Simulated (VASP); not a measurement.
# Rh (Fm-3m) in VASP: a series of runs

The runs below take Rh through single point, with r2SCAN.

Program: VASP 6.6.1. These are calculated values, not measurements. Logs are shortened: lines on timing, memory, paths and dates and some standing lists are left out, and cuts for length are marked.

## Step 1: The cell of the first run

It takes space group Fm-3m (No. 225, cubic). The conventional cell has a = 3.802 Å, b = 3.802 Å, c = 3.802 Å, α = 90.00°, β = 90.00°, γ = 90.00°. Rh (site symmetry m-3m) has 12 Rh at 2.69 Å within 3.5 Å.

## Step 2: Single point, r2SCAN

File POSCAR:

```
Rh
1.0
    0.0000000000      1.9008071574      1.9008071574
    1.9008071574      0.0000000000      1.9008071574
    1.9008071574      1.9008071574      0.0000000000
Rh
1
Direct
    0.0000000000      0.0000000000      0.0000000000
```

File INCAR.step1:

```
SYSTEM = Rh
PREC     = Accurate       ! precision mode
ENCUT    = 520            ! plane-wave cutoff, eV
ISMEAR   = 1              ! smearing method
SIGMA    = 0.6            ! smearing width, eV
LREAL    = .False.        ! projectors in reciprocal space
LASPH    = .True.         ! aspherical terms in the spheres
NELM     = 100            ! most SCF steps
NBANDS   = 14             ! bands
GGA      = PE             ! functional
ALGO     = Normal         ! electronic algorithm
EDIFF    = 1E-4           ! SCF threshold, eV
LWAVE    = .True.         ! write WAVECAR
LCHARG   = .False.        ! write CHGCAR
```

File INCAR.step2:

```
SYSTEM = Rh
PREC     = Accurate       ! precision mode
ENCUT    = 520            ! plane-wave cutoff, eV
EDIFF    = 1E-7           ! SCF threshold, eV
ISMEAR   = 1              ! smearing method
SIGMA    = 0.6            ! smearing width, eV
LREAL    = .False.        ! projectors in reciprocal space
LASPH    = .True.         ! aspherical terms in the spheres
NELM     = 100            ! most SCF steps
ALGO     = Normal         ! electronic algorithm
ISIF     = 2              ! what is computed and relaxed
LWAVE    = .False.        ! write WAVECAR
LCHARG   = .True.         ! write CHGCAR
METAGGA  = R2SCAN         ! meta-GGA
LMIXTAU  = .True.       
LELF     = .True.         ! ELF
LVHAR    = .True.       
NBANDS   = 14             ! bands
ISTART   = 1
```

File KPOINTS:

```
regular mesh
0
Gamma
  14 14 14
  0 0 0
```

Potentials or basis: VASP PAW PBE potentials, release 64 (Rh_pv).

On the command line:

```console
$ cat potpaw_PBE.64/Rh_pv/POTCAR > POTCAR
$ cp INCAR.step1 INCAR
$ mpirun -np 1 vasp_std > vasp.out
$ cp INCAR.step2 INCAR
$ mpirun -np 1 vasp_std > vasp.out
```

OUTCAR:

```text
SYSTEM = Rh
   PREC = Accurate
   ENCUT = 520
   EDIFF = 1E-7
   ISMEAR = 1
   LREAL = .False.
   LASPH = .True.
   NELM = 100
   ISIF = 2
   METAGGA = R2SCAN
   ISTART = 1

 ion  position               nearest neighbor table
   1  0.000  0.000  0.000-

  LATTYP: Found a face centered cubic cell.
 ALAT       =     3.8016143148

  Lattice vectors:

 A1 = (   0.0000000000,   1.9008071574,   1.9008071574)
 A2 = (   1.9008071574,   0.0000000000,   1.9008071574)
 A3 = (   1.9008071574,   1.9008071574,   0.0000000000)

Analysis of symmetry for initial positions (statically):
=====================================================================
 Subroutine PRICEL returns:
 Original cell was already a primitive cell.

 Routine SETGRP: Setting up the symmetry group for a
 face centered cubic supercell.

 Subroutine GETGRP returns: Found 48 space group operations
 (whereof 48 operations were pure point group operations)
 out of a pool of 48 trial point group operations.

The static configuration has the point symmetry O_h .

Analysis of symmetry for dynamics (positions and initial velocities):
=====================================================================
 Subroutine PRICEL returns:
 Original cell was already a primitive cell.

 Routine SETGRP: Setting up the symmetry group for a
 face centered cubic supercell.

 Subroutine GETGRP returns: Found 48 space group operations
 (whereof 48 operations were pure point group operations)
 out of a pool of 48 trial point group operations.

The dynamic configuration has the point symmetry O_h .

 Subroutine INISYM returns: Found 48 space group operations
 (whereof 48 operations are pure point group operations),
 and found     1 'primitive' translations

----------------------------------------------------------------------------------------

                                     Primitive cell

  volume of cell :      13.7355

  direct lattice vectors                    reciprocal lattice vectors
     0.000000000  1.900807157  1.900807157    -0.263046148  0.263046148  0.263046148
     1.900807157  0.000000000  1.900807157     0.263046148 -0.263046148  0.263046148
     1.900807157  1.900807157  0.000000000     0.263046148  0.263046148 -0.263046148

  length of vectors
     2.688147261  2.688147261  2.688147261     0.455609292  0.455609292  0.455609292

  position of ions in fractional coordinates (direct lattice)
     0.000000000  0.000000000  0.000000000

  ion indices of the primitive-cell ions
   primitive index   ion index
                 1           1

----------------------------------------------------------------------------------------

 KPOINTS: regular mesh

Automatic generation of k-mesh.
 Grid dimensions read from file:
 generate k-points for:   14   14   14

 Generating k-lattice:

  Cartesian coordinates                     Fractional coordinates (reciprocal lattice)
    -0.018789011  0.018789011  0.018789011     0.071428571  0.000000000  0.000000000
     0.018789011 -0.018789011  0.018789011     0.000000000  0.071428571  0.000000000
     0.018789011  0.018789011 -0.018789011     0.000000000  0.000000000  0.071428571

  Length of vectors
     0.032543521  0.032543521  0.032543521

  Shift w.r.t. Gamma in fractional coordinates (k-lattice)
     0.000000000  0.000000000  0.000000000

 Subroutine IBZKPT returns following result:
 ===========================================

 Found    104 irreducible k-points:

 Following reciprocal coordinates:
            Coordinates               Weight
  0.000000  0.000000  0.000000      1.000000
  0.071429  0.000000  0.000000      8.000000
  0.142857  0.000000  0.000000      8.000000
  0.214286  0.000000  0.000000      8.000000
  0.285714  0.000000  0.000000      8.000000
  0.357143  0.000000  0.000000      8.000000
[... 16 lines left out ...]
  0.214286  0.142857  0.000000     24.000000
  0.285714  0.142857  0.000000     24.000000
 [... further k-points ...]
   k-points           NKPTS =    104   k-points in BZ     NKDIM =    104   number of bands    NBANDS=     14
   number of dos      NEDOS =    301   number of ions     NIONS =      1
   total plane-waves  NPLWV =   8000
   dimension x,y,z NGX =    20 NGY =   20 NGZ =   20
   dimension x,y,z NGXF=    40 NGYF=   40 NGZF=   40
   ions per type =               1
   NGX,Y,Z   is equivalent  to a cutoff of  12.37, 12.37, 12.37 a.u.
   NGXF,Y,Z  is equivalent  to a cutoff of  24.74, 24.74, 24.74 a.u.
 SYSTEM =  Rh
   PREC   = accura    normal or accurate (medium, high low for compatibility)
   ISTART =      1    job   : 0-new  1-cont  2-samecut
   ICHARG =      0    charge: 1-file 2-atom 10-const
   ISPIN  =      1    spin polarized calculation?
   LNONCOLLINEAR =      F non collinear calculations
   LSORBIT =      F    spin-orbit coupling
   LASPH  =      T    aspherical Exc in radial PAW
   ENCUT  =  520.0 eV  38.22 Ry    6.18 a.u.   5.00  5.00  5.00*2*pi/ulx,y,z
   NELM   =    100;   NELMIN=  2; NELMDL=  0     # of ELM steps
   EDIFF  = 0.1E-06   stopping-criterion for ELM
   LREAL  =      F    real-space projection
   EDIFFG = 0.1E-05   stopping-criterion for IOM
   NSW    =      0    number of steps for IOM
   IBRION =     -1    ionic relax: 0-MD 1-quasi-New 2-CG
   NFREE  =      0    steps in history (QN), initial steepest desc. (CG)
   ISIF   =      2    stress and relaxation
   ISYM   =      2    0-nonsym 1-usesym 2-fastsym
   POTIM  = 0.5000    time-step for ionic-motion
   TEBEG  =    0.0;   TEEND  =   0.0 temperature during run
   PSTRESS=    0.0 pullay stress
   NELECT =      15.0000    total number of electrons
   NUPDOWN=      -1.0000    fix difference up-down
   EMIN   =  10.00;   EMAX   =-10.00  energy-range for DOS
   EFERMI =   0.00;   METHOD = LEGACY
   ISMEAR =     1;   SIGMA  =   0.60  broadening in eV -4-tet -1-fermi 0-gaus
   EFERMI_NEDOS =   21; number of points for ismear=-14 and -15
   IALGO  =     38    algorithm
   IMIX   =      4    mixing-type and parameters
     AMIX     =   0.40;   BMIX     =  1.00
     AMIX_MAG =   1.60;   BMIX_MAG =  1.00
  volume/ion in A,a.u.               =      13.74        92.69
  Fermi-wavevector in a.u.,A,eV,Ry     =   1.685869  3.185831 38.669863  2.842155
  Thomas-Fermi vector in A             =   2.768636
   LORBIT       =      0    0 simple, 1 ext, 2 COOP (PROOUT), +10 PAW based schemes
   METAGGA = R2SCAN    functional components
   LHFCALC =     F    Hartree Fock is set to
   AEXX    =    0.0000 exact exchange contribution
   IVDW    =     0    specifies the selected vdW correction
   LEPSILON=     F    determine dielectric tensor
   LRPA    =     F    only Hartree local field effects (RPA)
 non-spin polarized calculation
 Methfessel and Paxton  Order N= 1 SIGMA  =   0.60
  energy-cutoff  :      520.00
  volume of cell :       13.74
 maximum number of plane-waves:       380
   NGX =  9   NGY =  9   NGZ =  9

 number of electron      15.0000007 magnetization

 Free energy of the ion-electron system (eV)
  ---------------------------------------------------
  ext. energy  EPLUGINS =         0.00000000
  ---------------------------------------------------
  free energy    TOTEN  =       -24.13307336 eV

  energy without entropy =      -24.12994607  energy(sigma->0) =      -24.13203093

 E-fermi :  11.7482     XC(G=0): -15.2094

 val. band max:       11.7413464948   @ k =  -0.2857   0.3571   0.0714
 cond. band min:      11.7502594173   @ k =   0.4286   0.2857   0.0714
 fundamental gap:      0.0089129224
 Fermi energy:        11.7482148396

 k-point     1 :       0.0000    0.0000    0.0000
  band No.  band energies     occupation
      1     -36.0284      2.00000
      2     -36.0284      2.00000
      3     -36.0284      2.00000
      4       3.5660      2.00000
      5       8.5805      2.00000
      6       8.5805      2.00000
      7       8.5805      2.00000
      8      10.6846      2.03100
      9      10.6846      2.03100
     10      28.4660      0.00000
     11      29.1581      0.00000
     12      34.2233      0.00000
     13      34.2233      0.00000
     14      34.2233      0.00000

 k-point     2 :       0.0714    0.0000    0.0000
  band No.  band energies     occupation
      1     -36.0689      2.00000
      2     -36.0338      2.00000
      3     -36.0338      2.00000
      4       3.7804      2.00000
      5       8.4869      2.00000
      6       8.6631      2.00000
      7       8.6631      2.00000
      8      10.6399      2.02536
      9      10.6399      2.02536
     10      28.7703      0.00000
     11      29.1578      0.00000
     12      33.1153      0.00000
     13      34.5321      0.00000
     14      34.5321      0.00000

 k-point     3 :       0.1429    0.0000    0.0000
  band No.  band energies     occupation
      1     -36.1816      2.00000
      2     -36.0490      2.00000
      3     -36.0490      2.00000
      4       4.3718      2.00000
      5       8.2886      2.00000
      6       8.8524      2.00000
      7       8.8524      2.00000
      8      10.5753      2.01845
      9      10.5753      2.01845
     10      29.1571      0.00000
     11      29.4988      0.00000
     12      31.0508      0.00000
     13      35.4075      0.00000
     14      35.4075      0.00000

 k-point     4 :       0.2143    0.0000    0.0000
  band No.  band energies     occupation
      1     -36.3423      2.00000
      2     -36.0710      2.00000
      3     -36.0710      2.00000
      4       5.1222      2.00000
      5       8.2653      2.00000
      6       8.9643      2.00000
      7       8.9643      2.00000
      8      10.6950      2.03241
      9      10.6950      2.03241
     10      28.7489      0.00000
     11      29.1593      0.00000
     12      30.1595      0.00000
     13      36.6722      0.00000
     14      36.6722      0.00000

 k-point     5 :       0.2857    0.0000    0.0000
  band No.  band energies     occupation
      1     -36.5179      2.00000
      2     -36.0952      2.00000
      3     -36.0952      2.00000
      4       5.5683      2.00000
      5       8.8683      2.00000
      6       8.8683      2.00000
      7       8.9144      2.00000
      8      11.1248      2.05744
      9      11.1248      2.05744
     10      26.4365      0.00000
     11      29.1579      0.00000
[... 276 lines left out ...]
 k-point    22 :       0.1429    0.1429    0.0000
  band No.  band energies     occupation
      1     -36.1769      2.00000
      2     -36.0834      2.00000
      3     -36.0834      2.00000
      4       4.6447      2.00000
      5       7.8908      2.00000
      6       9.1580      2.00000
      7       9.1580      2.00000
      8      10.0000      2.00030
      9      10.9579      2.06860
     10      29.1575      0.00000
     11      30.0164      0.00000
     12      32.2087      0.00000
     13      33.9837      0.00000
     14      33.9837      0.00000

 k-point    23 :       0.2143    0.1429    0.0000
  band No.  band energies     occupation
      1     -36.2813      2.00000
      2     -36.1108      2.00000
      3     -36.1043      2.00000
      4       5.2560      2.00000
      5       7.6054      2.00000
      6       9.2559      2.00000
      7       9.4217      2.00000
      8      10.0322      2.00040
      9      11.1204      2.05858
     10      29.1572      0.00000
     11      30.5571      0.00000
     12      30.9606      0.00000
     13      33.6940      0.00000
     14      34.2858      0.00000

 k-point    24 :       0.2857    0.1429    0.0000
  band No.  band energies     occupation
      1     -36.4249      2.00000
      2     -36.1380      2.00000
      3     -36.1296      2.00000
      4       5.9006      2.00000
      5       7.5319      2.00000
      6       8.9130      2.00000
      7       9.5128      2.00000
      8      10.8260      2.05195
      9      11.4537      1.73006
     10      28.5064      0.00000
     11      29.1585      0.00000
     12      30.9775      0.00000
     13      33.3672      0.00000
     14      34.6835      0.00000

 [... further k-points ...]
[... 5 lines left out ...]
  --------------------------------------------------------------------------------------
  -------------------------------------------------------------------------------------
  Total        0.0821253      0.0821253      0.0821253      0.0000000      0.0000000      0.0000000
  in kB        9.5795063      9.5795063      9.5795063      0.0000000      0.0000000      0.0000000
  external PRESSURE =       9.5795063 kB  Pullay stress =       0.0000000 kB

 VOLUME and BASIS-vectors are now :
 -----------------------------------------------------------------------------
  energy-cutoff  :      520.00
  volume of cell :       13.74
      direct lattice vectors                 reciprocal lattice vectors
     0.000000000  1.900807157  1.900807157    -0.263046148  0.263046148  0.263046148
     1.900807157  0.000000000  1.900807157     0.263046148 -0.263046148  0.263046148
     1.900807157  1.900807157  0.000000000     0.263046148  0.263046148 -0.263046148

 POSITION                                       TOTAL-FORCE (eV/Angst)
 -----------------------------------------------------------------------------------
      0.00000      0.00000      0.00000        -0.000000      0.000000     -0.000000
 -----------------------------------------------------------------------------------
    total drift:                                0.000000     -0.000000     -0.000000

  FREE ENERGIE OF THE ION-ELECTRON SYSTEM (eV)
  ---------------------------------------------------
  free  energy   TOTEN  =       -24.1330733558 eV

  energy  without entropy=      -24.1299460716  energy(sigma->0) =      -24.13203093
```

It took 64 s on 1 thread of AMD EPYC 7R13, shared host; peak memory 0.14 GiB.

Results:

```yaml
Free_energy: -24.1331 eV
Pressure: 1.0 GPa
```

Caveat: the PAW data sets were made with another functional, which shifts forces and pressure a little.

[end of part 1 of 2]
